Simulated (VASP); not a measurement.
# RbBr (Pmm2) in VASP: a series of runs

Runs on RbBr. Level: PBEsol. Tasks: single point.

Program: VASP 6.6.1. These are calculated values, not measurements. Logs are shortened: lines on timing, memory, paths and dates and some standing lists are left out, and cuts for length are marked.

## Step 1: The cell of the first run

Symmetry: Pmm2, No. 25, orthorhombic system. Conventional cell: a = 4.070 Å, b = 4.124 Å, c = 4.124 Å, α = 90.00°, β = 90.00°, γ = 90.00°. Rb (site symmetry mm2) has 4 Br at 3.14 Å and 2 Rb at 4.07 Å within 4.1 Å. Within 4.1 Å of Br (site symmetry mm2) lie 4 Rb at 3.14 Å and 2 Br at 4.07 Å.

## Step 2: Single point, PBEsol

INCAR reads:

```
PREC = Accurate
ENCUT = 520
EDIFF = 1E-6
ISMEAR = 0
SIGMA = 0.05
LREAL = False
LASPH = True
NELM = 60
ALGO = Normal
ISIF = 2
LWAVE = False
LCHARG = False
GGA = PS
NBANDS = 15
```

KPOINTS reads:

```
regular mesh
0
Gamma
  6 6 6
```

POSCAR reads:

```
RbBr
1.0
    4.1243020998      0.0000000000      0.0000000000
    0.0000000000      4.1243020998      0.0000000000
    0.0000000000      0.0000000000      4.0701688540
Rb Br
1 1
Direct
   -0.0992287032      0.0000000000      0.0000000000
    0.6061381027      0.5000000000      0.5000000000
```

Potentials or basis: VASP PAW PBE potentials, release 64 (Rb_sv, Br).

On the command line:

```
> cat potpaw_PBE.64/Rb_sv/POTCAR potpaw_PBE.64/Br/POTCAR > POTCAR
> mpirun -np 1 vasp_std > vasp.out
```

OUTCAR:

```text
PREC = Accurate
   ENCUT = 520
   EDIFF = 1E-6
   ISMEAR = 0
   LREAL = False
   LASPH = True
   NELM = 60
   ISIF = 2
   GGA = PS

 ion  position               nearest neighbor table
   1  0.901  0.000  0.000-   2 3.14   2 3.14   2 3.14   2 3.14   2 4.11   2 4.11   2 4.11   2 4.11

   2  0.606  0.500  0.500-   1 3.14   1 3.14   1 3.14   1 3.14   1 4.11   1 4.11   1 4.11   1 4.11

  LATTYP: Found a simple tetragonal cell.
 ALAT       =     4.1243020998
 C/A-ratio  =     0.9868745682

  Lattice vectors:

 A1 = (   4.1243020998,   0.0000000000,   0.0000000000)
 A2 = (   0.0000000000,   4.1243020998,   0.0000000000)
 A3 = (   0.0000000000,   0.0000000000,   4.0701688540)

Analysis of symmetry for initial positions (statically):
=====================================================================
 Subroutine PRICEL returns:
 Original cell was already a primitive cell.

 Routine SETGRP: Setting up the symmetry group for a
 simple tetragonal supercell.

 Subroutine GETGRP returns: Found  4 space group operations
 (whereof  4 operations were pure point group operations)
 out of a pool of 16 trial point group operations.

The static configuration has the point symmetry C_2v.

Analysis of symmetry for dynamics (positions and initial velocities):
=====================================================================
 Subroutine PRICEL returns:
 Original cell was already a primitive cell.

 Routine SETGRP: Setting up the symmetry group for a
 simple tetragonal supercell.

 Subroutine GETGRP returns: Found  4 space group operations
 (whereof  4 operations were pure point group operations)
 out of a pool of 16 trial point group operations.

The dynamic configuration has the point symmetry C_2v.

 Subroutine INISYM returns: Found  4 space group operations
 (whereof  4 operations are pure point group operations),
 and found     1 'primitive' translations

----------------------------------------------------------------------------------------

                                     Primitive cell

  volume of cell :      69.2330

  direct lattice vectors                    reciprocal lattice vectors
     4.124302100  0.000000000  0.000000000     0.242465265  0.000000000  0.000000000
     0.000000000  4.124302100  0.000000000     0.000000000  0.242465265  0.000000000
     0.000000000  0.000000000  4.070168854     0.000000000  0.000000000  0.245690053

  length of vectors
     4.124302100  4.124302100  4.070168854     0.242465265  0.242465265  0.245690053

  position of ions in fractional coordinates (direct lattice)
     0.900771297  0.000000000  0.000000000
     0.606138103  0.500000000  0.500000000

  ion indices of the primitive-cell ions
   primitive index   ion index
                 1           1
                 2           2

----------------------------------------------------------------------------------------

 KPOINTS: regular mesh

Automatic generation of k-mesh.
 Grid dimensions read from file:
 generate k-points for:    6    6    6

 Generating k-lattice:

  Cartesian coordinates                     Fractional coordinates (reciprocal lattice)
     0.040410877  0.000000000  0.000000000     0.166666667  0.000000000  0.000000000
     0.000000000  0.040410877  0.000000000     0.000000000  0.166666667  0.000000000
     0.000000000  0.000000000  0.040948342     0.000000000  0.000000000  0.166666667

  Length of vectors
     0.040410877  0.040410877  0.040948342

  Shift w.r.t. Gamma in fractional coordinates (k-lattice)
     0.000000000  0.000000000  0.000000000

 Subroutine IBZKPT returns following result:
 ===========================================

 Found     64 irreducible k-points:

 Following reciprocal coordinates:
            Coordinates               Weight
  0.000000  0.000000  0.000000      1.000000
  0.166667  0.000000  0.000000      2.000000
  0.000000  0.166667  0.000000      2.000000
  0.333333  0.000000  0.000000      2.000000
  0.000000  0.333333  0.000000      2.000000
  0.500000  0.000000  0.000000      1.000000
[... 16 lines left out ...]
  0.000000  0.500000  0.166667      2.000000
  0.166667  0.166667  0.166667      8.000000
 [... further k-points ...]
   k-points           NKPTS =     64   k-points in BZ     NKDIM =     64   number of bands    NBANDS=     15
   number of dos      NEDOS =    301   number of ions     NIONS =      2
   total plane-waves  NPLWV =  30720
   dimension x,y,z NGX =    32 NGY =   32 NGZ =   30
   dimension x,y,z NGXF=    64 NGYF=   64 NGZF=   60
   ions per type =               1   1
   NGX,Y,Z   is equivalent  to a cutoff of  12.90, 12.90, 12.25 a.u.
   NGXF,Y,Z  is equivalent  to a cutoff of  25.80, 25.80, 24.51 a.u.
 SYSTEM =  unknown system
   PREC   = accura    normal or accurate (medium, high low for compatibility)
   ISTART =      0    job   : 0-new  1-cont  2-samecut
   ICHARG =      2    charge: 1-file 2-atom 10-const
   ISPIN  =      1    spin polarized calculation?
   LNONCOLLINEAR =      F non collinear calculations
   LSORBIT =      F    spin-orbit coupling
   LASPH  =      T    aspherical Exc in radial PAW
   ENCUT  =  520.0 eV  38.22 Ry    6.18 a.u.   7.67  7.67  7.57*2*pi/ulx,y,z
   NELM   =     60;   NELMIN=  2; NELMDL= -5     # of ELM steps
   EDIFF  = 0.1E-05   stopping-criterion for ELM
   LREAL  =      F    real-space projection
   EDIFFG = 0.1E-04   stopping-criterion for IOM
   NSW    =      0    number of steps for IOM
   IBRION =     -1    ionic relax: 0-MD 1-quasi-New 2-CG
   NFREE  =      0    steps in history (QN), initial steepest desc. (CG)
   ISIF   =      2    stress and relaxation
   ISYM   =      2    0-nonsym 1-usesym 2-fastsym
   POTIM  = 0.5000    time-step for ionic-motion
   TEBEG  =    0.0;   TEEND  =   0.0 temperature during run
   PSTRESS=    0.0 pullay stress
   NELECT =      16.0000    total number of electrons
   NUPDOWN=      -1.0000    fix difference up-down
   EMIN   =  10.00;   EMAX   =-10.00  energy-range for DOS
   EFERMI =   0.00;   METHOD = LEGACY
   ISMEAR =     0;   SIGMA  =   0.05  broadening in eV -4-tet -1-fermi 0-gaus
   EFERMI_NEDOS =   21; number of points for ismear=-14 and -15
   IALGO  =     38    algorithm
   IMIX   =      4    mixing-type and parameters
     AMIX     =   0.40;   BMIX     =  1.00
     AMIX_MAG =   1.60;   BMIX_MAG =  1.00
  volume/ion in A,a.u.               =      34.62       233.60
  Fermi-wavevector in a.u.,A,eV,Ry     =   1.004640  1.898494 13.732375  1.009301
  Thomas-Fermi vector in A             =   2.137268
   LORBIT       =      0    0 simple, 1 ext, 2 COOP (PROOUT), +10 PAW based schemes
   GGA     = PS    functional components
   LHFCALC =     F    Hartree Fock is set to
   AEXX    =    0.0000 exact exchange contribution
   IVDW    =     0    specifies the selected vdW correction
   LEPSILON=     F    determine dielectric tensor
   LRPA    =     F    only Hartree local field effects (RPA)
 non-spin polarized calculation
 Gauss-broadening in eV      SIGMA  =   0.05
  energy-cutoff  :      520.00
  volume of cell :       69.23
 maximum number of plane-waves:      1884
 NGX is ok and might be reduce to    32
   NGX = 15   NGY = 15   NGZ = 15

 number of electron      16.0000002 magnetization

 Free energy of the ion-electron system (eV)
  ---------------------------------------------------
  ext. energy  EPLUGINS =         0.00000000
  ---------------------------------------------------
  free energy    TOTEN  =        -6.01175664 eV

  energy without entropy =       -6.01175664  energy(sigma->0) =       -6.01175664

 E-fermi :  -0.5148     XC(G=0):  -8.0619

 val. band max:       -0.7490344597   @ k =   0.0000   0.1667   0.5000
 cond. band min:       3.2456443891   @ k =   0.0000   0.0000   0.0000
 fundamental gap:      3.9946788488
 Fermi energy:        -0.5148223552

 k-point     1 :       0.0000    0.0000    0.0000
  band No.  band energies     occupation
      1     -25.5336      2.00000
      2     -13.4912      2.00000
      3      -9.5924      2.00000
      4      -9.5752      2.00000
      5      -9.5245      2.00000
      6      -1.1385      2.00000
      7      -0.9531      2.00000
      8      -0.8924      2.00000
      9       3.2456      0.00000
     10       4.5308      0.00000
     11       6.2088      0.00000
     12       8.7768      0.00000
     13       9.5392      0.00000
     14       9.7734      0.00000
     15       9.8765      0.00000

 k-point     2 :       0.1667    0.0000    0.0000
  band No.  band energies     occupation
      1     -25.5283      2.00000
      2     -13.4815      2.00000
      3      -9.5852      2.00000
      4      -9.5808      2.00000
      5      -9.5640      2.00000
      6      -1.5354      2.00000
      7      -0.9593      2.00000
      8      -0.8964      2.00000
      9       3.8777      0.00000
     10       4.6981      0.00000
     11       6.7473      0.00000
     12       8.8774      0.00000
     13       9.2146      0.00000
     14       9.3204      0.00000
     15       9.6532      0.00000

 k-point     3 :       0.0000    0.1667    0.0000
  band No.  band energies     occupation
      1     -25.5270      2.00000
      2     -13.5139      2.00000
      3      -9.6395      2.00000
      4      -9.5548      2.00000
      5      -9.4764      2.00000
      6      -1.4404      2.00000
      7      -1.0571      2.00000
      8      -0.9745      2.00000
      9       3.8409      0.00000
     10       5.0826      0.00000
     11       6.0482      0.00000
     12       8.5654      0.00000
     13       8.7114      0.00000
     14      10.1109      0.00000
     15      10.3519      0.00000
[... 343 lines left out ...]
 k-point    23 :       0.0000    0.5000    0.1667
  band No.  band energies     occupation
      1     -25.5009      2.00000
      2     -13.5209      2.00000
      3      -9.6377      2.00000
      4      -9.6242      2.00000
      5      -9.5491      2.00000
      6      -2.2786      2.00000
      7      -1.4149      2.00000
      8      -0.7540      2.00000
      9       5.2826      0.00000
     10       5.7479      0.00000
     11       7.2215      0.00000
     12       7.9126      0.00000
     13       9.3930      0.00000
     14       9.6173      0.00000
     15       9.9203      0.00000

 k-point    24 :       0.1667    0.1667    0.1667
  band No.  band energies     occupation
      1     -25.5148      2.00000
      2     -13.4904      2.00000
      3      -9.6721      2.00000
      4      -9.6610      2.00000
      5      -9.4476      2.00000
      6      -1.5740      2.00000
      7      -1.2958      2.00000
      8      -1.2033      2.00000
      9       4.7086      0.00000
     10       5.7310      0.00000
     11       6.5221      0.00000
     12       7.9903      0.00000
     13       8.4390      0.00000
     14       9.3384      0.00000
     15      10.7062      0.00000

 [... further k-points ...]
[... 5 lines left out ...]
  --------------------------------------------------------------------------------------
  -------------------------------------------------------------------------------------
  Total        0.6234866      1.6797015      1.7940296      0.0000000      0.0000000      0.0000000
  in kB       14.4286057     38.8713240     41.5170810      0.0000000      0.0000000      0.0000000
  external PRESSURE =      31.6056702 kB  Pullay stress =       0.0000000 kB

 VOLUME and BASIS-vectors are now :
 -----------------------------------------------------------------------------
  energy-cutoff  :      520.00
  volume of cell :       69.23
      direct lattice vectors                 reciprocal lattice vectors
     4.124302100  0.000000000  0.000000000     0.242465265  0.000000000  0.000000000
     0.000000000  4.124302100  0.000000000     0.000000000  0.242465265  0.000000000
     0.000000000  0.000000000  4.070168854     0.000000000  0.000000000  0.245690053

 POSITION                                       TOTAL-FORCE (eV/Angst)
 -----------------------------------------------------------------------------------
      3.71505      0.00000      0.00000         0.701269      0.000000      0.000000
      2.49990      2.06215      2.03508        -0.701269      0.000000      0.000000
 -----------------------------------------------------------------------------------
    total drift:                                0.000505      0.000000     -0.000001

  FREE ENERGIE OF THE ION-ELECTRON SYSTEM (eV)
  ---------------------------------------------------
  free  energy   TOTEN  =        -6.0117566407 eV

  energy  without entropy=       -6.0117566407  energy(sigma->0) =       -6.01175664
```

It took 18 s on 1 thread of Intel Xeon 6975P-C (Granite Rapids), shared host; peak memory 0.21 GiB.

Results:

```yaml
Free_energy: -6.0118 eV
Pressure: 3.2 GPa
Largest_force: 0.701 eV/Å
Band_gap_on_the_k_mesh: 3.99 eV, indirect (least direct gap 4.14 eV)
```

Forces on the atoms (eV/Å):
```
Rb   0.701  0.000  0.000
Br  -0.701  0.000  0.000
```

Stress tensor (GPa, compression positive):
```
1.44 0.00 0.00
0.00 3.89 0.00
0.00 0.00 4.15
```

Levels at points of the mesh, in eV from the valence-band top:
```csv
k point,band 5,band 6,band 7,band 8,band 9,band 10,band 11,band 12
"(0.00, 0.00, 0.00)",-8.78,-0.39,-0.20,-0.14,3.99,5.28,6.96,9.53
"(0.50, 0.00, 0.00)",-8.78,-1.69,-0.23,-0.16,6.14,7.28,8.00,9.03
"(0.00, 0.50, 0.00)",-8.74,-1.74,-0.47,-0.06,6.11,6.44,7.76,7.97
"(0.50, 0.50, 0.00)",-8.71,-1.22,-1.09,-0.29,5.48,6.38,8.24,8.74
"(0.00, 0.00, 0.50)",-8.75,-1.75,-0.54,-0.05,6.14,6.48,7.89,7.92
"(0.50, 0.00, 0.50)",-8.72,-1.24,-1.07,-0.36,5.51,6.29,8.13,8.60
"(0.00, 0.50, 0.50)",-8.77,-0.96,-0.93,-0.08,5.60,7.09,8.19,8.24
"(0.50, 0.50, 0.50)",-9.08,-1.29,-1.15,-1.12,6.89,6.91,8.67,10.16
```

Caveat: the PAW data sets were made with another functional, which shifts forces and pressure a little.

(Part 1 of 3 ends here.)
